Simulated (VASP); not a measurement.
# CdS (F-43m) in VASP: a series of runs

Runs on CdS. Level: PBE. Tasks: electric field gradients.

All numbers are computed with VASP 6.6.1; they aren't measurements. Logs are shortened: lines on timing, memory, paths and dates and some standing lists are left out, and cuts for length are marked.

### Step 1. The cell of the first run

It takes space group F-43m (No. 216, cubic). Conventional cell: a = 5.702 Å, b = 5.702 Å, c = 5.702 Å, α = 90.00°, β = 90.00°, γ = 90.00°. Within 3.3 Å of Cd (site symmetry -43m) lie 4 S at 2.47 Å. S (site symmetry -43m) has 4 Cd at 2.47 Å within 3.3 Å.

### Step 2. Electric field gradients, PBE (23.18 Å³/atom)

INCAR

```
SYSTEM = CdS
PREC = Accurate
ENCUT = 520
EDIFF = 1E-8
ISMEAR = -1
SIGMA = 0.03
LREAL = .False.
LASPH = .True.
NELM = 100
ALGO = Normal
ISIF = 2
LWAVE = .False.
LCHARG = .False.
GGA = PE
LEFG = .True.
NBANDS = 16
```

KPOINTS

```
Automatic mesh
0
Gamma
  9 9 9
  0 0 0
```

POSCAR

```
CdS
1.0
    0.0000000000      2.8511009115      2.8511009115
    2.8511009115      0.0000000000      2.8511009115
    2.8511009115      2.8511009115      0.0000000000
Cd S
1 1
Direct
    0.0000000000      0.0000000000      0.0000000000
    0.7500000000      0.7500000000      0.7500000000
```

Potentials or basis: VASP PAW PBE potentials, release 64 (Cd, S).

The run is started by

```
$ cat potpaw_PBE.64/Cd/POTCAR potpaw_PBE.64/S/POTCAR > POTCAR
$ mpirun -np 1 vasp_std > vasp.out
```

OUTCAR:

```text
SYSTEM = CdS
   PREC = Accurate
   ENCUT = 520
   EDIFF = 1E-8
   ISMEAR = -1
   LREAL = .False.
   LASPH = .True.
   NELM = 100
   ISIF = 2
   GGA = PE

 ion  position               nearest neighbor table
   1  0.000  0.000  0.000-   2 2.47   2 2.47   2 2.47   2 2.47
   2  0.750  0.750  0.750-   1 2.47   1 2.47   1 2.47   1 2.47

  LATTYP: Found a face centered cubic cell.
 ALAT       =     5.7022018230

  Lattice vectors:

 A1 = (   0.0000000000,   2.8511009115,   2.8511009115)
 A2 = (   2.8511009115,   0.0000000000,   2.8511009115)
 A3 = (   2.8511009115,   2.8511009115,   0.0000000000)

Analysis of symmetry for initial positions (statically):
=====================================================================
 Subroutine PRICEL returns:
 Original cell was already a primitive cell.

 Routine SETGRP: Setting up the symmetry group for a
 face centered cubic supercell.

 Subroutine GETGRP returns: Found 24 space group operations
 (whereof 24 operations were pure point group operations)
 out of a pool of 48 trial point group operations.

The static configuration has the point symmetry T_d .

Analysis of symmetry for dynamics (positions and initial velocities):
=====================================================================
 Subroutine PRICEL returns:
 Original cell was already a primitive cell.

 Routine SETGRP: Setting up the symmetry group for a
 face centered cubic supercell.

 Subroutine GETGRP returns: Found 24 space group operations
 (whereof 24 operations were pure point group operations)
 out of a pool of 48 trial point group operations.

The dynamic configuration has the point symmetry T_d .

 Subroutine INISYM returns: Found 24 space group operations
 (whereof 24 operations are pure point group operations),
 and found     1 'primitive' translations

----------------------------------------------------------------------------------------

                                     Primitive cell

  volume of cell :      46.3519

  direct lattice vectors                    reciprocal lattice vectors
     0.000000000  2.851100912  2.851100912    -0.175370853  0.175370853  0.175370853
     2.851100912  0.000000000  2.851100912     0.175370853 -0.175370853  0.175370853
     2.851100912  2.851100912  0.000000000     0.175370853  0.175370853 -0.175370853

  length of vectors
     4.032065577  4.032065577  4.032065577     0.303751228  0.303751228  0.303751228

  position of ions in fractional coordinates (direct lattice)
     0.000000000  0.000000000  0.000000000
     0.750000000  0.750000000  0.750000000

  ion indices of the primitive-cell ions
   primitive index   ion index
                 1           1
                 2           2

----------------------------------------------------------------------------------------

 KPOINTS: Automatic mesh

Automatic generation of k-mesh.
 Grid dimensions read from file:
 generate k-points for:    9    9    9

 Generating k-lattice:

  Cartesian coordinates                     Fractional coordinates (reciprocal lattice)
    -0.019485650  0.019485650  0.019485650     0.111111111  0.000000000  0.000000000
     0.019485650 -0.019485650  0.019485650     0.000000000  0.111111111  0.000000000
     0.019485650  0.019485650 -0.019485650     0.000000000  0.000000000  0.111111111

  Length of vectors
     0.033750136  0.033750136  0.033750136

  Shift w.r.t. Gamma in fractional coordinates (k-lattice)
     0.000000000  0.000000000  0.000000000

 Subroutine IBZKPT returns following result:
 ===========================================

 Found     35 irreducible k-points:

 Following reciprocal coordinates:
            Coordinates               Weight
  0.000000  0.000000  0.000000      1.000000
  0.111111  0.000000  0.000000      8.000000
  0.222222  0.000000  0.000000      8.000000
  0.333333  0.000000  0.000000      8.000000
  0.444444  0.000000  0.000000      8.000000
  0.111111  0.111111  0.000000      6.000000
[... 16 lines left out ...]
 -0.333333  0.333333  0.000000     12.000000
  0.444444  0.444444  0.000000      6.000000
 [... further k-points ...]
   k-points           NKPTS =     35   k-points in BZ     NKDIM =     35   number of bands    NBANDS=     16
   number of dos      NEDOS =    301   number of ions     NIONS =      2
   total plane-waves  NPLWV =  27000
   dimension x,y,z NGX =    30 NGY =   30 NGZ =   30
   dimension x,y,z NGXF=    60 NGYF=   60 NGZF=   60
   ions per type =               1   1
   NGX,Y,Z   is equivalent  to a cutoff of  12.37, 12.37, 12.37 a.u.
   NGXF,Y,Z  is equivalent  to a cutoff of  24.74, 24.74, 24.74 a.u.
 SYSTEM =  CdS
   PREC   = accura    normal or accurate (medium, high low for compatibility)
   ISTART =      0    job   : 0-new  1-cont  2-samecut
   ICHARG =      2    charge: 1-file 2-atom 10-const
   ISPIN  =      1    spin polarized calculation?
   LNONCOLLINEAR =      F non collinear calculations
   LSORBIT =      F    spin-orbit coupling
   LASPH  =      T    aspherical Exc in radial PAW
   ENCUT  =  520.0 eV  38.22 Ry    6.18 a.u.   7.50  7.50  7.50*2*pi/ulx,y,z
   NELM   =    100;   NELMIN=  2; NELMDL= -5     # of ELM steps
   EDIFF  = 0.1E-07   stopping-criterion for ELM
   LREAL  =      F    real-space projection
   EDIFFG = 0.1E-06   stopping-criterion for IOM
   NSW    =      0    number of steps for IOM
   IBRION =     -1    ionic relax: 0-MD 1-quasi-New 2-CG
   NFREE  =      0    steps in history (QN), initial steepest desc. (CG)
   ISIF   =      2    stress and relaxation
   ISYM   =      2    0-nonsym 1-usesym 2-fastsym
   POTIM  = 0.5000    time-step for ionic-motion
   TEBEG  =    0.0;   TEEND  =   0.0 temperature during run
   PSTRESS=    0.0 pullay stress
   NELECT =      18.0000    total number of electrons
   NUPDOWN=      -1.0000    fix difference up-down
   EMIN   =  10.00;   EMAX   =-10.00  energy-range for DOS
   EFERMI =   0.00;   METHOD = LEGACY
   ISMEAR =    -1;   SIGMA  =   0.03  broadening in eV -4-tet -1-fermi 0-gaus
   EFERMI_NEDOS =   21; number of points for ismear=-14 and -15
   IALGO  =     38    algorithm
   IMIX   =      4    mixing-type and parameters
     AMIX     =   0.40;   BMIX     =  1.00
     AMIX_MAG =   1.60;   BMIX_MAG =  1.00
  volume/ion in A,a.u.               =      23.18       156.40
  Fermi-wavevector in a.u.,A,eV,Ry     =   1.194382  2.257054 19.409353  1.426547
  Thomas-Fermi vector in A             =   2.330373
   LORBIT       =      0    0 simple, 1 ext, 2 COOP (PROOUT), +10 PAW based schemes
   GGA     = PE    functional components
   LHFCALC =     F    Hartree Fock is set to
   AEXX    =    0.0000 exact exchange contribution
   IVDW    =     0    specifies the selected vdW correction
   LEPSILON=     F    determine dielectric tensor
   LRPA    =     F    only Hartree local field effects (RPA)
 non-spin polarized calculation
  energy-cutoff  :      520.00
  volume of cell :       46.35
 maximum number of plane-waves:      1272
 NGX is ok and might be reduce to    30
   NGX = 15   NGY = 15   NGZ = 15

 number of electron      18.0000002 magnetization

 Free energy of the ion-electron system (eV)
  ---------------------------------------------------
  ext. energy  EPLUGINS =         0.00000000
  ---------------------------------------------------
  free energy    TOTEN  =        -6.00441624 eV

  energy without entropy =       -6.00441624  energy(sigma->0) =       -6.00441624

 E-fermi :   2.5090     XC(G=0):  -9.4730

 val. band max:        1.9279727533   @ k =   0.0000   0.0000   0.0000
 cond. band min:       3.2233102005   @ k =   0.0000   0.0000   0.0000
 fundamental gap:      1.2953374472
 Fermi energy:         2.5089778469

 k-point     1 :       0.0000    0.0000    0.0000
  band No.  band energies     occupation
      1     -10.8878      2.00000
      2      -6.0801      2.00000
      3      -6.0801      2.00000
      4      -6.0801      2.00000
      5      -5.5004      2.00000
      6      -5.5004      2.00000
[... 8 lines left out ...]
     15      13.5043      0.00000
     16      13.7388      0.00000

 k-point     2 :       0.1111    0.0000    0.0000
  band No.  band energies     occupation
      1     -10.8305      2.00000
      2      -6.0586      2.00000
      3      -6.0586      2.00000
      4      -6.0368      2.00000
      5      -5.5018      2.00000
      6      -5.5018      2.00000
[... 8 lines left out ...]
     15      12.9599      0.00000
     16      14.2234      0.00000
[... 387 lines left out ...]
      5      -5.4740      2.00000
      6      -4.8499      2.00000
[... 8 lines left out ...]
     15      13.4310      0.00000
     16      16.9162      0.00000

 k-point    24 :       0.4444    0.4444    0.0000
  band No.  band energies     occupation
      1     -10.2620      2.00000
      2      -5.8462      2.00000
      3      -5.6742      2.00000
      4      -5.6742      2.00000
      5      -5.3966      2.00000
      6      -5.0597      2.00000
[... 8 lines left out ...]
     15      14.2679      0.00000
     16      16.0248      0.00000

 [... further k-points ...]
[... 5 lines left out ...]
  --------------------------------------------------------------------------------------
  -------------------------------------------------------------------------------------
  Total        2.4736339      2.4736339      2.4736339     -0.0000000     -0.0000000      0.0000000
  in kB       85.5023876     85.5023876     85.5023876     -0.0000000     -0.0000000      0.0000000
  external PRESSURE =      85.5023876 kB  Pullay stress =       0.0000000 kB

 VOLUME and BASIS-vectors are now :
 -----------------------------------------------------------------------------
  energy-cutoff  :      520.00
  volume of cell :       46.35
      direct lattice vectors                 reciprocal lattice vectors
     0.000000000  2.851100912  2.851100912    -0.175370853  0.175370853  0.175370853
     2.851100912  0.000000000  2.851100912     0.175370853 -0.175370853  0.175370853
     2.851100912  2.851100912  0.000000000     0.175370853  0.175370853 -0.175370853

 POSITION                                       TOTAL-FORCE (eV/Angst)
 -----------------------------------------------------------------------------------
      0.00000      0.00000      0.00000        -0.000000     -0.000000     -0.000000
      4.27665      4.27665      4.27665         0.000000      0.000000      0.000000
 -----------------------------------------------------------------------------------
    total drift:                                0.000001      0.000001      0.000001

  FREE ENERGIE OF THE ION-ELECTRON SYSTEM (eV)
  ---------------------------------------------------
  free  energy   TOTEN  =        -6.0044162390 eV

  energy  without entropy=       -6.0044162390  energy(sigma->0) =       -6.00441624

 Electric field gradients (V/A^2)
---------------------------------------------------------------------
 ion       V_xx      V_yy      V_zz      V_xy      V_xz      V_yz
---------------------------------------------------------------------
   1      -0.000    -0.000     0.000    -0.001    -0.001    -0.001
   2       0.000     0.000     0.000    -0.000    -0.000    -0.000
---------------------------------------------------------------------

 Electric field gradients after diagonalization (V/A^2)
 (convention: |V_zz| > |V_xx| > |V_yy|)
----------------------------------------------------------------------
 ion       V_xx      V_yy      V_zz     asymmetry (V_yy - V_xx)/ V_zz
----------------------------------------------------------------------
   1       0.001     0.001    -0.003       0.000
   2       0.000     0.000    -0.001       0.000
----------------------------------------------------------------------

           NMR quadrupolar parameters

 Cq : quadrupolar parameter    Cq=e*Q*V_zz/h
 eta: asymmetry parameters     (V_yy - V_xx)/ V_zz
 Q  : nuclear electric quadrupole moment in mb (millibarn)
----------------------------------------------------------------------
 ion       Cq(MHz)       eta       Q (mb)
----------------------------------------------------------------------
   1      -0.000       0.000       1.000
   2      -0.000       0.000       1.000
----------------------------------------------------------------------
```

Run time: 41 s. Hardware: 1 thread of Intel Xeon 8259CL, shared host; peak memory 0.18 GiB.

Results:

```yaml
Free_energy: -6.0044 eV
Pressure: 8.6 GPa
Band_gap_on_the_k_mesh: 1.30 eV
Largest_electric_field_gradient_by_atom: zero within the noise of the run
```

Caveat: the cell stands under pressure.

(Continued in part 2 of 2.)
